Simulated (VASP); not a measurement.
# Ru in VASP: a series of runs, part 2 of 2

VASP 6.6.1.

## (3) Single point, PBE

INCAR

```
SYSTEM = Ru
PREC = Accurate
ENCUT = 520
EDIFF = 1E-6
ISMEAR = 0
SIGMA = 0.1
LREAL = .FALSE.
LASPH = .TRUE.
NELM = 100
ALGO = Fast
ISIF = 2
LWAVE = .FALSE.
LCHARG = .FALSE.
GGA = PE
NBANDS = 13
```

KPOINTS

```
regular mesh
0
G
  10 10 6
  0 0 0
```

POSCAR

```
Ru
1.0
    2.5039188793      0.0000000000      0.0000000000
    0.0000000000      2.5039188793      0.0000000000
    0.0000000000      0.0000000000      2.5322454456
Ru
1
Direct
    0.5000000000      0.5000000000      0.0000000000
```

Potentials or basis: VASP PAW PBE potentials, release 64 (Ru_pv).

Started as:

```bash
> cat potpaw_PBE.64/Ru_pv/POTCAR > POTCAR
> mpirun -np 1 vasp_std > vasp.out
```

OUTCAR:

```text
SYSTEM = Ru
   PREC = Accurate
   ENCUT = 520
   EDIFF = 1E-6
   ISMEAR = 0
   LREAL = .FALSE.
   LASPH = .TRUE.
   NELM = 100
   ISIF = 2
   GGA = PE

 ion  position               nearest neighbor table
   1  0.500  0.500  0.000-

  LATTYP: Found a simple tetragonal cell.
 ALAT       =     2.5039188793
 C/A-ratio  =     1.0113128930

  Lattice vectors:

 A1 = (   2.5039188793,   0.0000000000,   0.0000000000)
 A2 = (   0.0000000000,   2.5039188793,   0.0000000000)
 A3 = (   0.0000000000,   0.0000000000,   2.5322454456)

Analysis of symmetry for initial positions (statically):
=====================================================================
 Subroutine PRICEL returns:
 Original cell was already a primitive cell.

 Routine SETGRP: Setting up the symmetry group for a
 simple tetragonal supercell.

 Subroutine GETGRP returns: Found 16 space group operations
 (whereof 16 operations were pure point group operations)
 out of a pool of 16 trial point group operations.

The static configuration has the point symmetry D_4h.

Analysis of symmetry for dynamics (positions and initial velocities):
=====================================================================
 Subroutine PRICEL returns:
 Original cell was already a primitive cell.

 Routine SETGRP: Setting up the symmetry group for a
 simple tetragonal supercell.

 Subroutine GETGRP returns: Found 16 space group operations
 (whereof 16 operations were pure point group operations)
 out of a pool of 16 trial point group operations.

The dynamic configuration has the point symmetry D_4h.

 Subroutine INISYM returns: Found 16 space group operations
 (whereof 16 operations are pure point group operations),
 and found     1 'primitive' translations

----------------------------------------------------------------------------------------

                                     Primitive cell

  volume of cell :      15.8762

[... 113 lines left out ...]
   AEXX    =    0.0000 exact exchange contribution
   IVDW    =     0    specifies the selected vdW correction
   LEPSILON=     F    determine dielectric tensor
   LRPA    =     F    only Hartree local field effects (RPA)
 non-spin polarized calculation
 RMM-DIIS sequential band-by-band and
 Gauss-broadening in eV      SIGMA  =   0.10
  energy-cutoff  :      520.00
  volume of cell :       15.88
 maximum number of plane-waves:       441
 NGX is ok and might be reduce to    20
   NGX =  9   NGY =  9   NGZ =  9

 number of electron      13.9999998 magnetization

 Free energy of the ion-electron system (eV)
  ---------------------------------------------------
  ext. energy  EPLUGINS =         0.00000000
  ---------------------------------------------------
  free energy    TOTEN  =        -8.05414518 eV

  energy without entropy =       -8.04484672  energy(sigma->0) =       -8.04949595

 E-fermi :  10.4129     XC(G=0): -13.0062

 val. band max:       10.3844878231   @ k =   0.3000   0.0000   0.1667
 cond. band min:      10.4223315677   @ k =   0.3000   0.1000   0.3333
 fundamental gap:      0.0378437447
 Fermi energy:        10.4129190436

 k-point     1 :       0.0000    0.0000    0.0000
  band No.  band energies     occupation
      1     -31.9934      2.00000
      2     -31.9231      2.00000
      3     -31.9231      2.00000
      4       3.3426      2.00000
      5       5.1406      2.00000
      6       5.1573      2.00000
      7      12.0219      0.00000
      8      12.0219      0.00000
      9      12.1293      0.00000
     10      21.4169      0.00000
     11      26.7655      0.00000
     12      27.2283      0.00000
     13      27.2283      0.00000
[... 354 lines left out ...]
  band No.  band energies     occupation
      1     -32.2827      2.00000
      2     -32.2076      2.00000
      3     -31.8693      2.00000
      4       4.9664      2.00000
      5       6.0623      2.00000
      6       6.7964      2.00000
      7      10.2783      1.94306
      8      11.1343      0.00000
      9      11.4583      0.00000
     10      21.4164      0.00000
     11      23.6867      0.00000
     12      24.9139      0.00000
     13      30.6555      0.00000

 [... further k-points ...]

------------------------ aborting loop because EDIFF is reached ----------------------------------------

  FORCE on cell =-STRESS in cart. coord.  units (eV):
  Direction    XX          YY          ZZ          XY          YZ          ZX
  --------------------------------------------------------------------------------------
  -------------------------------------------------------------------------------------
  Total       -0.0266489     -0.0266489     -0.0211050      0.0000000      0.0000000      0.0000000
  in kB       -2.6893217     -2.6893217     -2.1298480      0.0000000      0.0000000      0.0000000
  external PRESSURE =      -2.5028305 kB  Pullay stress =       0.0000000 kB

 VOLUME and BASIS-vectors are now :
 -----------------------------------------------------------------------------
  energy-cutoff  :      520.00
  volume of cell :       15.88
      direct lattice vectors                 reciprocal lattice vectors
     2.503918879  0.000000000  0.000000000     0.399373961  0.000000000  0.000000000
     0.000000000  2.503918879  0.000000000     0.000000000  0.399373961  0.000000000
     0.000000000  0.000000000  2.532245446     0.000000000  0.000000000  0.394906427

 POSITION                                       TOTAL-FORCE (eV/Angst)
 -----------------------------------------------------------------------------------
      1.25196      1.25196      0.00000         0.000000      0.000000      0.000000
 -----------------------------------------------------------------------------------
    total drift:                               -0.000000      0.000000     -0.000000

  FREE ENERGIE OF THE ION-ELECTRON SYSTEM (eV)
  ---------------------------------------------------
  free  energy   TOTEN  =        -8.0541451757 eV

  energy  without entropy=       -8.0448467230  energy(sigma->0) =       -8.04949595
```

stdout:

```text
POSCAR found type information on POSCAR Ru
 POSCAR found :  1 types and       1 ions
 scaLAPACK will be used
 LDA part: xc-table for (Slater+PW92), standard interpolation
 POSCAR, INCAR and KPOINTS ok, starting setup
 FFT: planning ... GRIDC
 FFT: planning ... GRID_SOFT
 FFT: planning ... GRID
 WAVECAR not read
 entering main loop
```

Run time: 10 s. Hardware: 1 thread of Intel Xeon 6975P-C (Granite Rapids), shared host; peak memory 0.13 GiB.

Results:

```
Free energy            : -8.0541 eV
Pressure               : -0.3 GPa
Band gap on the k mesh : zero (band 7 reaches 14.01 eV, above the bottom of band 8 at 9.71 eV)
```

Caveat: the k points lie up to 0.41 Å⁻¹ apart.

## (4) Single point, PBE, collinear spin, ferromagnetic start

This run uses another cell than the first one, of 15.83 Å³/atom, 0.997 times its volume.

INCAR

```
PREC = Accurate
ENCUT = 520
EDIFF = 1E-6
ISMEAR = 0
SIGMA = 0.1
LREAL = False
LASPH = True
NELM = 150
ALGO = Fast
ISIF = 2
LWAVE = False
LCHARG = False
ISPIN = 2
MAGMOM = 0.55
LORBIT = 11
LMAXMIX = 4
GGA = PE
NBANDS = 17
```

KPOINTS

```
regular mesh
0
Gamma
  22 22 22
```

POSCAR

```
Ru
1.0
    2.5110258574      0.0000000000      0.0000000000
    0.0000000000      2.5110258574      0.0000000000
    0.0000000000      0.0000000000      2.5110258574
Ru
1
Direct
    0.5000000000      0.5000000000      0.5000000000
```

Started as:

```bash
> cat potpaw_PBE.64/Ru_pv/POTCAR > POTCAR
> mpirun -np 1 vasp_std > vasp.out
```

Wall time 1.9 min (1 thread of Intel Xeon 6975P-C (Granite Rapids), shared host); peak memory 0.24 GiB.

Results (log left out):

- Free energy: -8.1039 eV
- Pressure: 0.0 GPa
- Band gap on the k mesh: zero (filled and empty bands overlap)
- Net moment: 0.00 μB per cell
- Valence electrons inside the program's atomic spheres: Ru 12.67

Levels at points of the mesh, in eV from the Fermi level:
Spin up:
```csv
k point,band 5,band 6,band 7,band 8,band 9,band 10
"(0.00, 0.00, 0.00)",-5.33,-5.33,1.60,1.60,1.60,10.93
"(0.50, 0.00, 0.00)",-4.44,-1.00,-1.00,-0.25,1.85,7.32
"(0.50, 0.50, 0.00)",-3.59,-0.49,-0.49,3.50,5.66,5.66
"(0.50, 0.50, 0.50)",-4.70,-4.70,3.67,3.67,9.17,10.93
```
Spin down:
| k point | band 3 | band 4 | band 5 | band 6 | band 7 | band 8 | band 9 | band 10 | band 11 | band 12 |
| --- | --- | --- | --- | --- | --- | --- | --- | --- | --- | --- |
| (0.00, 0.00, 0.00) | -42.41 | -7.14 | -5.33 | -5.33 | 1.60 | 1.60 | 1.60 | 10.93 | 16.63 | 16.63 |
| (0.50, 0.00, 0.00) | -42.32 | -4.58 | -4.44 | -1.00 | -1.00 | -0.25 | 1.85 | 7.32 | 10.93 | 16.41 |
| (0.50, 0.50, 0.00) | -42.23 | -6.05 | -3.59 | -0.49 | -0.49 | 3.50 | 5.66 | 5.66 | 10.93 | 13.78 |
| (0.50, 0.50, 0.50) | -43.19 | -4.70 | -4.70 | -4.70 | 3.67 | 3.67 | 9.17 | 10.93 | 12.62 | 12.62 |

## (5) Summary

| spin | cell | k mesh | gap on the mesh (eV) | pressure (GPa) | moment (μB) |
| --- | --- | --- | --- | --- | --- |
| collinear, ferromagnetic start | a = 2.513 Å, 1 atom | 6 × 6 × 6 | none | 1.4 | 0.57 |
| off | a = 2.504, b = 2.504, c = 2.532 Å, 1 atom | 10 × 10 × 6 | none | -0.3 | - |
| collinear, ferromagnetic start | a = 2.511 Å, 1 atom | 22 × 22 × 22 | none | 0.0 | 0.00 |

Alike in all rows: task single point; level PBE; potentials or basis VASP PAW PBE potentials, release 64 (Ru_pv); cutoff (eV) 520; smearing gaussian 0.1 eV.

Caveats: some runs use coarse meshes.

Total energies depend on the potentials used, so only differences within one code and one set of settings carry meaning.
